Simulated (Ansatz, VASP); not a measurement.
One calculation of BaTiO3, two programs

INCAR

```
SYSTEM = BaTiO3
ALGO = Normal ; EDIFF = 1E-7
ENCUT = 520 ; GGA = PS
ISIF = 2 ; ISMEAR = -1
LASPH = .True. ; LCHARG = .False.
LREAL = .False. ; LWAVE = .False.
NBANDS = 28 ; NELM = 60
PREC = Accurate ; SIGMA = 0.05
```

The input KPOINTS:

```
k-points
0
Gamma
  6 6 6
  0 0 0
```

Contents of POSCAR:

```
BaTiO3
1.0
    2.8462191333      1.6432625333      2.2877845270
   -2.8462191333      1.6432625333      2.2877845270
    0.0000000000     -3.2865250667      2.2877845270
Ba Ti O
1 1 3
Direct
    0.0000000000      0.0000000000      0.0000000000
    0.4845000000      0.4845000000      0.4845000000
    0.5086000000      0.5086000000      0.0175000000
    0.0175000000      0.5086000000      0.5086000000
    0.5086000000      0.0175000000      0.5086000000
```

Input for Ansatz:

```yaml
crystal:
  lattice:
    - [2.8462191333333333, 1.643262533333333, 2.2877845269944306]
    - [-2.8462191333333333, 1.643262533333333, 2.2877845269944306]
    - [0.0, -3.286525066666666, 2.2877845269944306]
  atoms:
    - { symbol: Ba, position: [0.0, 0.0, 0.0] }
    - { symbol: Ti, position: [0.4845, 0.4845, 0.4845] }
    - { symbol: O, position: [0.5086, 0.5086, 0.0175] }
    - { symbol: O, position: [0.0175, 0.5086, 0.5086] }
    - { symbol: O, position: [0.5086, 0.0175, 0.5086] }
basis:
  ecutwfc: 520.0
kpoints:
  mp_grid:
    grid: [6, 6, 6]
hamiltonian:
  xc: pbesol
  pseudopotentials:
    kind: paw
scf:
  convergence:
    dr2_threshold: 1.0e-09
  occupations:
    method: fermi_dirac
    width: 0.05
output:
  stress: true
```

Alike in both runs: task single point; functional PBEsol; k mesh 6 × 6 × 6; occupations fermi-dirac, width 0.05 eV; no spin polarisation.

```csv
,VASP,Ansatz
version,VASP 6.6.1,Ansatz 0.2.0
potentials or method,"VASP PAW PBE potentials, release 64 (Ba_sv, Ti_sv, O), cutoff 520 eV","plane waves, PAW"
valence electrons in the cell,40,40
```

VASP gave:

- pressure (GPa): 0.5
- traceless stress, the component that is largest in VASP (GPa): 2.98

Question: Which values does Ansatz return?

Answer: Pressure (GPa): -1.4; traceless stress, the component that is largest in VASP (GPa): 2.93.

VASP's potentials were made for PBE, not for PBEsol. Ansatz's warnings: stress scf threshold loose, structure snapped to symmetry.

Spin-orbit coupling is off throughout.
